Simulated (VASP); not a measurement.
Input of a VASP 6.6.1 run:

Contents of INCAR:

```
SYSTEM = WSe
PREC     = Accurate       ! precision mode
ENCUT    = 520            ! plane-wave cutoff, eV
EDIFF    = 1E-6           ! SCF threshold, eV
ISMEAR   = 0              ! smearing method
SIGMA    = 0.05           ! smearing width, eV
LREAL    = .False.        ! projectors in reciprocal space
LASPH    = .True.         ! aspherical terms in the spheres
NELM     = 150            ! most SCF steps
ALGO     = Normal         ! electronic algorithm
ISIF     = 2              ! what is computed and relaxed
LWAVE    = .False.        ! write WAVECAR
LCHARG   = .False.        ! write CHGCAR
ISPIN    = 2              ! spin polarisation
MAGMOM   = 1 0            ! initial moments
LORBIT   = 11             ! projections on sites
LMAXMIX  = 4              ! l up to which the mixer works
LDAU     = .True.         ! DFT+U
LDAUTYPE = 2            
LDAUL    = 2 -1           ! shell
LDAUU    = 2 0            ! U, eV
LDAUJ    = 0 0          
LDAUPRINT= 1            
GGA      = PE             ! functional
NBANDS   = 21             ! bands
```

Contents of KPOINTS:

```
Automatic mesh
0
Gamma
  12 12 12
  0 0 0
```

The input POSCAR:

```
WSe
1.0
    0.0000000000      2.8388664208      2.8388664208
    2.8388664208      0.0000000000      2.8388664208
    2.8388664208      2.8388664208      0.0000000000
W Se
1 1
Direct
    0.0000000000      0.0000000000      0.0000000000
    0.2500000000      0.2500000000      0.2500000000
```

Potentials or basis: VASP PAW PBE potentials, release 64 (W_sv, Se).

Launch:

```console
$ cat potpaw_PBE.64/W_sv/POTCAR potpaw_PBE.64/Se/POTCAR > POTCAR
$ mpirun -np 1 vasp_std > vasp.out
```

(1) What does it give for the site moments?

(2) Predict the net moment.

(3) Estimate the pressure.

Answers

(1) W +1.16; Se -0.03 μB.

(2) 1.38 μB per cell.

(3) 2.5 GPa.
